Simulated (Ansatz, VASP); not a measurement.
# ZnS in VASP and in Ansatz

File INCAR:

```
SYSTEM = ZnS
PREC = Accurate
ENCUT = 520
EDIFF = 1E-6
ISMEAR = 0
SIGMA = 0.05
LREAL = .FALSE.
LASPH = .TRUE.
NELM = 100
ALGO = Normal
ISIF = 2
LWAVE = .FALSE.
LCHARG = .TRUE.
GGA = PE
LELF = .TRUE.
LVHAR = .TRUE.
NBANDS = 46
```

KPOINTS

```
regular mesh
0
G
  8 8 2
  0 0 0
```

The input POSCAR:

```
ZnS
1.0
   -3.8467234434      0.0000000000      0.0000000000
   -1.9233617217     -3.3313602233      0.0000000000
   -1.4425212913     -0.8328400558     12.5902250239
Zn S
4 4
Direct
   -0.1640625867     -0.1640625867      0.6562503469
   -0.0390625867     -0.0390625867      0.1562503469
    0.1067772049      0.1067772049      0.9062245137
    0.5651105382      0.5651105382      0.4062245137
   -0.2108724244     -0.2108724244      0.8434896978
   -0.0858724245      0.9141275756      0.3434896978
    0.3098744730      0.3098744730      0.0938354415
    0.5182078063      0.5182078063      0.5938354415
```

Input for Ansatz:

```yaml
crystal:
  lattice:
    - [-3.8467234434, 0.0, 0.0]
    - [-1.9233617217, -3.3313602233, 0.0]
    - [-1.4425212913, -0.8328400558, 12.5902250239]
  atoms:
    - { symbol: Zn, position: [-0.1640625867, -0.1640625867, 0.6562503469] }
    - { symbol: Zn, position: [-0.0390625867, -0.0390625867, 0.1562503469] }
    - { symbol: Zn, position: [0.1067772049, 0.1067772049, 0.9062245137] }
    - { symbol: Zn, position: [0.5651105382, 0.5651105382, 0.4062245137] }
    - { symbol: S, position: [-0.2108724244, -0.2108724244, 0.8434896978] }
    - { symbol: S, position: [-0.0858724245, 0.9141275756, 0.3434896978] }
    - { symbol: S, position: [0.309874473, 0.309874473, 0.0938354415] }
    - { symbol: S, position: [0.5182078063, 0.5182078063, 0.5938354415] }
basis:
  ecutwfc: 420
kpoints:
  mp_grid: { grid: [8, 8, 2] }
hamiltonian:
  xc: pbe
scf:
  occupations: { method: gaussian, width: 0.05 }
output:
  forces: true
  stress: true
  eigenvalues: true
```

Alike in both runs: task single point; functional PBE; k mesh 8 × 8 × 2; occupations gaussian, width 0.05 eV; no spin polarisation.

```csv
,VASP,Ansatz
version,VASP 6.6.1,Ansatz 0.2.0
potentials or method,"VASP PAW PBE potentials, release 64 (Zn, S), cutoff 520 eV","scalar-relativistic, plane waves, PAW"
valence electrons in the cell,72,72
```

```csv
,VASP,Ansatz,Ansatz less VASP
gap on the k mesh at the Fermi level (eV),1.52,1.52,+0.001
least direct gap on the mesh (eV),1.52,1.52,+0.001
pressure (GPa),-0.5,-0.7,-0.15
"traceless stress, the component that is largest in VASP (GPa)",0.82,0.82,0.000
rms of the force components (eV/Å),0.163,0.161,-0.0024
```

Atom by atom the forces differ by 0.003 eV/Å (rms over components). With one functional, cell and mesh, what is left measures potentials, basis and numerics.
